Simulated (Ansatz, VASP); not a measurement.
Two plane-wave programs on CdS

File POSCAR:

```
CdS
1.0
    0.0000000000      2.8792778113      2.8792778113
    2.8792778113      0.0000000000      2.8792778113
    2.8792778113      2.8792778113      0.0000000000
Cd S
1 1
Direct
    0.0000000000      0.0000000000      0.0000000000
    0.2500000000      0.2500000000      0.2500000000
```

The input INCAR.step1:

```
PREC     = Accurate       # precision mode
ENCUT    = 520            # plane-wave cutoff, eV
ISMEAR   = 0              # smearing method
SIGMA    = 0.02           # smearing width, eV
LREAL    = False          # projectors in reciprocal space
LASPH    = True           # aspherical terms in the spheres
NELM     = 100            # most SCF steps
NBANDS   = 16             # bands
GGA      = PE             # functional
ALGO     = Normal         # electronic algorithm
EDIFF    = 1E-4           # SCF threshold, eV
LWAVE    = True           # write WAVECAR
LCHARG   = False          # write CHGCAR
```

INCAR.step2

```
PREC     = Accurate       # precision mode
ENCUT    = 520            # plane-wave cutoff, eV
EDIFF    = 1E-6           # SCF threshold, eV
ISMEAR   = 0              # smearing method
SIGMA    = 0.02           # smearing width, eV
LREAL    = False          # projectors in reciprocal space
LASPH    = True           # aspherical terms in the spheres
NELM     = 100            # most SCF steps
ALGO     = Normal         # electronic algorithm
ISIF     = 2              # what is computed and relaxed
LWAVE    = False          # write WAVECAR
LCHARG   = False          # write CHGCAR
METAGGA  = R2SCAN         # meta-GGA
LMIXTAU  = True         
NBANDS   = 16             # bands
ISTART   = 1
```

KPOINTS

```
Automatic mesh
0
Gamma
  8 8 8
```

Input for Ansatz:

```yaml
crystal:
  lattice:
    - [0.0, 2.8792778113, 2.8792778113]
    - [2.8792778113, 0.0, 2.8792778113]
    - [2.8792778113, 2.8792778113, 0.0]
  atoms:
    - { symbol: Cd, position: [0.0, 0.0, 0.0] }
    - { symbol: S, position: [0.25, 0.25, 0.25] }
basis:
  ecutwfc: 500
kpoints:
  mp_grid: { grid: [8, 8, 8] }
hamiltonian:
  xc: r2scan
scf:
  occupations: { method: gaussian, width: 0.02 }
output:
  forces: true
  stress: true
  eigenvalues: true
```

Alike in both runs: task single point; functional r2SCAN; k mesh 8 × 8 × 8; occupations gaussian, width 0.02 eV; no spin polarisation.

|  | VASP | Ansatz |
| --- | --- | --- |
| version | VASP 6.6.1 | Ansatz 0.2.0 |
| potentials or method | VASP PAW PBE potentials, release 64 (Cd, S), cutoff 520 eV | scalar-relativistic, plane waves, PAW |
| valence electrons in the cell | 18 | 26 |

|  | VASP | Ansatz | Ansatz less VASP |
| --- | --- | --- | --- |
| gap on the k mesh at the Fermi level (eV) | 1.68 | 1.68 | +0.001 |
| least direct gap on the mesh (eV) | 1.68 | 1.68 | +0.001 |
| pressure (GPa) | 4.7 | 4.3 | -0.41 |

VASP's potentials were made for PBE, not for r2SCAN. The functional is the same, so the differences come from potentials, cutoffs and numerics. VASP's potentials hold 18 valence electrons a cell and Ansatz's 26, so a difference there can come from the potentials and not from the codes.
